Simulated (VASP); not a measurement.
A run of VASP 6.6.1 is set up as follows.

File INCAR:

```
PREC = Accurate
ENCUT = 520
EDIFF = 1E-6
ISMEAR = 0
SIGMA = 0.02
LREAL = F
LASPH = T
NELM = 60
ALGO = Normal
ISIF = 2
LWAVE = F
LCHARG = F
GGA = PE
NBANDS = 36
```

Contents of KPOINTS:

```
Automatic mesh
0
Gamma
  8 8 4
```

The input POSCAR:

```
Cd2HgS3
1.0
    3.6231777000     -2.0553410000      0.0000000000
    3.6231777000      2.0553410000      0.0000000000
   -1.1097476000      0.0000000000      9.6919747000
Cd Hg S
2 1 3
Direct
    0.9988820000      0.5943710000      0.1631690000
    0.4056290000      0.0011180000      0.8368310000
    0.6919950000      0.3080050000      0.5000000000
    0.4840040000      0.5159960000      0.0000000000
    0.9588240000      0.5393350000      0.6815380000
    0.4606650000      0.0411760000      0.3184620000
```

Potentials or basis: VASP PAW PBE potentials, release 64 (Cd, Hg, S).

Launch:

```console
$ cat potpaw_PBE.64/Cd/POTCAR potpaw_PBE.64/Hg/POTCAR potpaw_PBE.64/S/POTCAR > POTCAR
$ mpirun -np 1 vasp_std > vasp.out
```

(1) Estimate the band gap on the k mesh.

(2) What does it give for the largest force?

Results:

(1) 1.05 eV (least direct gap 1.11 eV).

(2) 0.060 eV/Å.

Caveat: spin-orbit coupling is left out, which moves the levels of the heavy elements.
